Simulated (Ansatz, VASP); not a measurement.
**Al2BP3: VASP beside Ansatz**

```
Al B P
1.0
    -1.80051    1.80051    7.63894
     1.80051   -1.80051    7.63894
     1.80051    1.80051   -7.63894
Al B P
2 1 3
Direct
  0.66667 0.66667 0.00000
  0.33333 0.33333 0.00000
  0.00000 0.00000 0.00000
  0.58333 0.08333 0.50000
  0.25000 0.75000 0.50000
  0.91667 0.41667 0.50000
```

Alike in both runs: task relaxation of cell and atoms; functional PBE; k mesh 6 × 6 × 6; occupations gaussian, width 0.1 eV; no spin polarisation.

```csv
,VASP,Ansatz
version,VASP 6.6.1,Ansatz 0.2.0
potentials or method,"VASP PAW PBE potentials, release 64 (Al, B, P), cutoff 600 eV","scalar-relativistic, plane waves, PAW"
valence electrons in the cell,24,24
```

```csv
,VASP,Ansatz,Ansatz less VASP
"gap on the k mesh at the Fermi level, each at its own relaxed structure (eV)",0.89,0.90,+0.009
relaxed volume (Å³/atom),17.63,17.59,-0.034
relaxed cell length with the largest relative difference (Å),8.447,8.441,-0.0062
```
